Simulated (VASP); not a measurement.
Runs of VASP 6.6.1 on C. The structure is that of space group Fd-3m (No. 227), or close to it. The cells are those of the table. 

```tsv
cell	gap on the mesh (eV)	pressure (GPa)
a = 2.480 Å, angles 60.0, 60.0, 90.0°, 2 atoms	(b)	(a)
a = 2.501 Å, angles 60.0, 60.0, 90.0°, 2 atoms	4.19	-1.1
a = 2.485 Å, angles 60.0, 60.0, 90.0°, 2 atoms	4.24	8.0
a = 2.472 Å, angles 60.0, 60.0, 90.0°, 2 atoms	4.28	16.0
a = 2.490 Å, angles 60.0, 60.0, 90.0°, 2 atoms	(c)	4.9
```

Alike in all rows: task single point; level LDA; potentials or basis VASP PAW LDA potentials, release 64 (C_h); no spin polarisation; k mesh 12 × 12 × 12; cutoff (eV) 1300; smearing gaussian 0.01 eV.

Question: Fill in the values left out.

Answer: (a) 11.0; (b) 4.25; (c) 4.22.

Caveats: the cell stands under pressure (at least some runs).

A k mesh can miss the band edges.
